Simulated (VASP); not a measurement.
# Mn (Fm-3m) in VASP: a series of runs, part 2 of 2

VASP 6.6.1. The steps go on from the part before.

### Step 3. Single point, HSE06

This run uses another cell than the first one, of 9.86 Å³/atom, 0.920 times its volume.

POSCAR reads:

```
Mn
1.0
    0.0000000000      1.7020304459      1.7020304459
    1.7020304459      0.0000000000      1.7020304459
    1.7020304459      1.7020304459      0.0000000000
Mn
1
Direct
    0.0000000000      0.0000000000      0.0000000000
```

INCAR.step1 reads:

```
SYSTEM = Mn
PREC = Accurate
ENCUT = 520
EDIFF = 1E-5
ISMEAR = -1
SIGMA = 0.1
LREAL = .FALSE.
LASPH = .TRUE.
NELM = 80
ALGO = Normal
ISIF = 2
LWAVE = .TRUE.
LCHARG = .FALSE.
NBANDS = 12
GGA = PE
```

INCAR.step2 reads:

```
SYSTEM = Mn
PREC = Accurate
ENCUT = 520
EDIFF = 1E-6
ISMEAR = -1
SIGMA = 0.1
LREAL = .FALSE.
LASPH = .TRUE.
NELM = 80
ALGO = Normal
ISIF = 2
LWAVE = .FALSE.
LCHARG = .FALSE.
GGA = PE
LHFCALC = .TRUE.
HFSCREEN = 0.2079
PRECFOCK = Normal
NBANDS = 12
ISTART = 1
```

KPOINTS reads:

```
regular mesh
0
G
  6 6 6
  0 0 0
```

Potentials or basis: VASP PAW PBE potentials, release 64 (Mn_pv).

Started as:

```
> cat potpaw_PBE.64/Mn_pv/POTCAR > POTCAR
> cp INCAR.step1 INCAR
> mpirun -np 1 vasp_std > vasp.out
> cp INCAR.step2 INCAR
> mpirun -np 1 vasp_std > vasp.out
```

OUTCAR:

```text
SYSTEM = Mn
   PREC = Accurate
   ENCUT = 520
   EDIFF = 1E-6
   ISMEAR = -1
   LREAL = .FALSE.
   LASPH = .TRUE.
   NELM = 80
   ISIF = 2
   GGA = PE
   LHFCALC = .TRUE.
   HFSCREEN = 0.2079
   PRECFOCK = Normal
   ISTART = 1

 ion  position               nearest neighbor table
   1  0.000  0.000  0.000-

  LATTYP: Found a face centered cubic cell.
 ALAT       =     3.4040608918

  Lattice vectors:

 A1 = (   0.0000000000,   1.7020304459,   1.7020304459)
 A2 = (   1.7020304459,   0.0000000000,   1.7020304459)
 A3 = (   1.7020304459,   1.7020304459,   0.0000000000)

Analysis of symmetry for initial positions (statically):
=====================================================================
 Subroutine PRICEL returns:
 Original cell was already a primitive cell.

 Routine SETGRP: Setting up the symmetry group for a
 face centered cubic supercell.

 Subroutine GETGRP returns: Found 48 space group operations
 (whereof 48 operations were pure point group operations)
 out of a pool of 48 trial point group operations.

The static configuration has the point symmetry O_h .

Analysis of symmetry for dynamics (positions and initial velocities):
=====================================================================
 Subroutine PRICEL returns:
 Original cell was already a primitive cell.

 Routine SETGRP: Setting up the symmetry group for a
 face centered cubic supercell.

 Subroutine GETGRP returns: Found 48 space group operations
 (whereof 48 operations were pure point group operations)
 out of a pool of 48 trial point group operations.

The dynamic configuration has the point symmetry O_h .

 Subroutine INISYM returns: Found 48 space group operations
 (whereof 48 operations are pure point group operations),
 and found     1 'primitive' translations

----------------------------------------------------------------------------------------

                                     Primitive cell

  volume of cell :       9.8613

  direct lattice vectors                    reciprocal lattice vectors
     0.000000000  1.702030446  1.702030446    -0.293766778  0.293766778  0.293766778
     1.702030446  0.000000000  1.702030446     0.293766778 -0.293766778  0.293766778
     1.702030446  1.702030446  0.000000000     0.293766778  0.293766778 -0.293766778

  length of vectors
     2.407034540  2.407034540  2.407034540     0.508818985  0.508818985  0.508818985

  position of ions in fractional coordinates (direct lattice)
     0.000000000  0.000000000  0.000000000

  ion indices of the primitive-cell ions
   primitive index   ion index
                 1           1

----------------------------------------------------------------------------------------

 KPOINTS: regular mesh

Automatic generation of k-mesh.
 Grid dimensions read from file:
 generate k-points for:    6    6    6

 Generating k-lattice:

  Cartesian coordinates                     Fractional coordinates (reciprocal lattice)
    -0.048961130  0.048961130  0.048961130     0.166666667  0.000000000  0.000000000
     0.048961130 -0.048961130  0.048961130     0.000000000  0.166666667  0.000000000
     0.048961130  0.048961130 -0.048961130     0.000000000  0.000000000  0.166666667

  Length of vectors
     0.084803164  0.084803164  0.084803164
[... 32 lines left out ...]
   ions per type =               1
   NGX,Y,Z   is equivalent  to a cutoff of  12.43, 12.43, 12.43 a.u.
   NGXF,Y,Z  is equivalent  to a cutoff of  24.86, 24.86, 24.86 a.u.
 SYSTEM =  Mn
   PREC   = accura    normal or accurate (medium, high low for compatibility)
   ISTART =      1    job   : 0-new  1-cont  2-samecut
   ICHARG =      0    charge: 1-file 2-atom 10-const
   ISPIN  =      1    spin polarized calculation?
   LNONCOLLINEAR =      F non collinear calculations
   LSORBIT =      F    spin-orbit coupling
   LASPH  =      T    aspherical Exc in radial PAW
   ENCUT  =  520.0 eV  38.22 Ry    6.18 a.u.   4.48  4.48  4.48*2*pi/ulx,y,z
   NELM   =     80;   NELMIN=  2; NELMDL=  0     # of ELM steps
   EDIFF  = 0.1E-05   stopping-criterion for ELM
   LREAL  =      F    real-space projection
   EDIFFG = 0.1E-04   stopping-criterion for IOM
   NSW    =      0    number of steps for IOM
   IBRION =     -1    ionic relax: 0-MD 1-quasi-New 2-CG
   NFREE  =      0    steps in history (QN), initial steepest desc. (CG)
   ISIF   =      2    stress and relaxation
   ISYM   =      3    0-nonsym 1-usesym 2-fastsym
   POTIM  = 0.5000    time-step for ionic-motion
   TEBEG  =    0.0;   TEEND  =   0.0 temperature during run
   PSTRESS=    0.0 pullay stress
   NELECT =      13.0000    total number of electrons
   NUPDOWN=      -1.0000    fix difference up-down
   EMIN   =  10.00;   EMAX   =-10.00  energy-range for DOS
   EFERMI =   0.00;   METHOD = LEGACY
   ISMEAR =    -1;   SIGMA  =   0.10  broadening in eV -4-tet -1-fermi 0-gaus
   EFERMI_NEDOS =   21; number of points for ismear=-14 and -15
   IALGO  =     38    algorithm
   IMIX   =      1    mixing-type and parameters
     AMIX     =   0.40;   BMIX     =  1.00
     AMIX_MAG =   1.60;   BMIX_MAG =  1.00
  volume/ion in A,a.u.               =       9.86        66.55
  Fermi-wavevector in a.u.,A,eV,Ry     =   1.795059  3.392169 43.841173  3.222235
  Thomas-Fermi vector in A             =   2.856888
   LORBIT       =      0    0 simple, 1 ext, 2 COOP (PROOUT), +10 PAW based schemes
   GGA     = PE    functional components
   LHFCALC =     T    Hartree Fock is set to
   PRECFOCK=normal    Normal, Fast or Accurate (Low or Medium for compatibility)
   ENCUT4O =  -1.0   cutoff for four orbital integrals eV
   NKREDX  =     1    reduce k-point grid by
   NKREDY  =     1    reduce k-point grid by
   NKREDZ  =     1    reduce k-point grid by
   AEXX    =    0.2500 exact exchange contribution
   HFSCREEN=    0.2079 screening length (either q_TF or 0.3 A-1)
   HFSCREENC=   0.2079 screening length for correlation (either q_TF or 0.3 A-1)
   ENCUTFOCK=  -1.0 apply spherical cutoff to Coloumb kernel
   IVDW    =     0    specifies the selected vdW correction
   LEPSILON=     F    determine dielectric tensor
   LRPA    =     F    only Hartree local field effects (RPA)
 non-spin polarized calculation
  energy-cutoff  :      520.00
  volume of cell :        9.86
 maximum number of plane-waves:       283
 NGX is ok and might be reduce to    18
  NGX = 14; NGY = 14; NGZ = 14

 number of electron      12.9999997 magnetization

 Free energy of the ion-electron system (eV)
  ---------------------------------------------------
  ext. energy  EPLUGINS =         0.00000000
  ---------------------------------------------------
  free energy    TOTEN  =       -10.87338904 eV

  energy without entropy =      -10.85405313  energy(sigma->0) =      -10.86372108

 E-fermi :  11.9136     XC(G=0): -11.7770

 val. band max:       10.9780091410   @ k =   0.5000   0.3333   0.0000
 cond. band min:      11.9415602168   @ k =   0.1667   0.1667   0.0000
 fundamental gap:      0.9635510759
 Fermi energy:        11.9135965613

 k-point     1 :       0.0000    0.0000    0.0000
  band No.  band energies     occupation
      1     -39.8351      2.00000
      2     -39.8351      2.00000
      3     -39.8351      2.00000
      4       1.6653      2.00000
      5       9.3544      2.00000
      6       9.3544      2.00000
      7       9.3544      2.00000
      8      13.0553      0.00002
      9      13.0553      0.00002
     10      34.8191      0.00000
     11      41.4049      0.00000
     12      41.4049      0.00000
[... 211 lines left out ...]
 k-point    16 :      -0.3333    0.5000    0.1667
  band No.  band energies     occupation
      1     -40.7242      2.00000
      2     -40.3951      2.00000
      3     -40.2460      2.00000
      4       6.5912      2.00000
      5       6.9343      2.00000
      6      10.0122      2.00000
      7      13.3092      0.00000
      8      14.0538      0.00000
      9      20.5655      0.00000
     10      26.1224      0.00000
     11      26.1928      0.00000
     12      28.2325      0.00000

------------------------ aborting loop because EDIFF is reached ----------------------------------------

  FORCE on cell =-STRESS in cart. coord.  units (eV):
  Direction    XX          YY          ZZ          XY          YZ          ZX
  --------------------------------------------------------------------------------------
  -------------------------------------------------------------------------------------
  Total        0.7727167      0.7727167      0.7727167     -0.0000000     -0.0000000     -0.0000000
  in kB      125.5448587    125.5448587    125.5448587     -0.0000000     -0.0000000     -0.0000000
  external PRESSURE =     125.5448587 kB  Pullay stress =       0.0000000 kB

 VOLUME and BASIS-vectors are now :
 -----------------------------------------------------------------------------
  energy-cutoff  :      520.00
  volume of cell :        9.86
      direct lattice vectors                 reciprocal lattice vectors
     0.000000000  1.702030446  1.702030446    -0.293766778  0.293766778  0.293766778
     1.702030446  0.000000000  1.702030446     0.293766778 -0.293766778  0.293766778
     1.702030446  1.702030446  0.000000000     0.293766778  0.293766778 -0.293766778

 POSITION                                       TOTAL-FORCE (eV/Angst)
 -----------------------------------------------------------------------------------
      0.00000      0.00000      0.00000         0.000000      0.000000      0.000000
 -----------------------------------------------------------------------------------
    total drift:                                0.000000      0.000000      0.000000

  FREE ENERGIE OF THE ION-ELECTRON SYSTEM (eV)
  ---------------------------------------------------
  free  energy   TOTEN  =       -10.8733890388 eV

  energy  without entropy=      -10.8540531253  energy(sigma->0) =      -10.86372108
```

OUTCAR.step1:

```text
SYSTEM = Mn
   PREC = Accurate
   ENCUT = 520
   EDIFF = 1E-5
   ISMEAR = -1
   LREAL = .FALSE.
[... 447 lines left out ...]
 -----------------------------------------------------------------------------------
      0.00000      0.00000      0.00000         0.000000     -0.000000      0.000000
 -----------------------------------------------------------------------------------
    total drift:                                0.000000     -0.000000      0.000000

  FREE ENERGIE OF THE ION-ELECTRON SYSTEM (eV)
  ---------------------------------------------------
  free  energy   TOTEN  =        -8.8844538994 eV

  energy  without entropy=       -8.8475875881  energy(sigma->0) =       -8.86602074
```

OSZICAR.step1:

```text
N       E                     dE             d eps       ncg     rms          rms(c)
DAV:   1     0.771062448754E+02    0.77106E+02   -0.75729E+03   392   0.142E+03
DAV:   2    -0.903561959467E+01   -0.86142E+02   -0.82692E+02   400   0.317E+02
DAV:   3    -0.104435908529E+02   -0.14080E+01   -0.14040E+01   436   0.460E+01
DAV:   4    -0.104511030193E+02   -0.75122E-02   -0.75120E-02   416   0.337E+00
DAV:   5    -0.104511869036E+02   -0.83884E-04   -0.83887E-04   424   0.351E-01    0.145E+01
DAV:   6    -0.893284565536E+01    0.15183E+01   -0.37120E+00   384   0.407E+01    0.155E+00
DAV:   7    -0.889522918477E+01    0.37616E-01   -0.10925E-01   408   0.620E+00    0.870E-01
DAV:   8    -0.888443689730E+01    0.10792E-01   -0.29755E-03   400   0.822E-01    0.109E-01
DAV:   9    -0.888446604222E+01   -0.29145E-04   -0.37888E-04   396   0.292E-01    0.293E-02
DAV:  10    -0.888445555432E+01    0.10488E-04   -0.27660E-06   240   0.266E-02    0.688E-03
DAV:  11    -0.888445389936E+01    0.16550E-05   -0.12456E-06   196   0.213E-02
   1 F= -.88844539E+01 E0= -.88660207E+01  d E =-.368663E-01
```

It took 9.1 min on 1 thread of AMD EPYC 7R43 (Zen 3), shared host; peak memory 0.18 GiB.

What came out:

```yaml
Free_energy: -10.8734 eV
Pressure: 12.6 GPa
```

Caveat: the k points lie up to 0.53 Å⁻¹ apart; the PAW data sets were made with another functional, which shifts forces and pressure a little; the run has no spin polarisation, though such a crystal can be magnetic. Spin polarisation is off, so any magnetic state and its effect on volume and gap are missing.

### Step 4. Single point, HSE06

This run uses another cell than the first one, of 9.86 Å³/atom, 0.920 times its volume.

POSCAR is that of step 3.

INCAR.step1 reads:

```
  ALGO = Normal
  EDIFF = 1E-5
  ENCUT = 520
  GGA = PE
  ISIF = 2
  ISMEAR = -1
  LASPH = True
  LCHARG = False
  LREAL = False
  LWAVE = True
  NBANDS = 12
  NELM = 80
  PREC = Accurate
  SIGMA = 0.1
```

INCAR.step2 reads:

```
  ALGO = Normal
  EDIFF = 1E-7
  ENCUT = 520
  GGA = PE
  HFSCREEN = 0.2079
  ISIF = 2
  ISMEAR = -1
  ISTART = 1
  LASPH = True
  LCHARG = False
  LHFCALC = True
  LREAL = False
  LWAVE = False
  NBANDS = 12
  NELM = 80
  PREC = Accurate
  PRECFOCK = Normal
  SIGMA = 0.1
```

KPOINTS reads:

```
k-points
0
Gamma
  6 6 6
```

Started as:

```
> cat potpaw_PBE.64/Mn_pv/POTCAR > POTCAR
> cp INCAR.step1 INCAR
> mpirun -np 1 vasp_std > vasp.out
> cp INCAR.step2 INCAR
> mpirun -np 1 vasp_std > vasp.out
```

Wall time 12 min (1 thread of AMD EPYC 7R43 (Zen 3), shared host); peak memory 0.18 GiB.

Results (log left out):

| Property | Result |
| --- | --- |
| Free energy | -10.8734 eV |
| Pressure | 12.4 GPa |

Levels at points of the mesh, in eV from the Fermi level:
| k point | band 3 | band 4 | band 5 | band 6 | band 7 | band 8 | band 9 | band 10 |
| --- | --- | --- | --- | --- | --- | --- | --- | --- |
| (0.00, 0.00, 0.00) | -51.75 | -10.25 | -2.56 | -2.56 | -2.56 | 1.14 | 1.14 | 22.91 |
| (0.50, 0.00, 0.00) | -51.90 | -6.53 | -2.23 | -2.23 | 0.10 | 2.19 | 2.19 | 10.79 |
| (0.50, 0.50, 0.00) | -52.14 | -6.42 | -6.03 | 2.10 | 2.10 | 2.72 | 3.89 | 14.60 |

Caveat: the k points lie up to 0.53 Å⁻¹ apart; the PAW data sets were made with another functional, which shifts forces and pressure a little; the run has no spin polarisation, though such a crystal can be magnetic. Spin polarisation is off, so any magnetic state and its effect on volume and gap are missing.
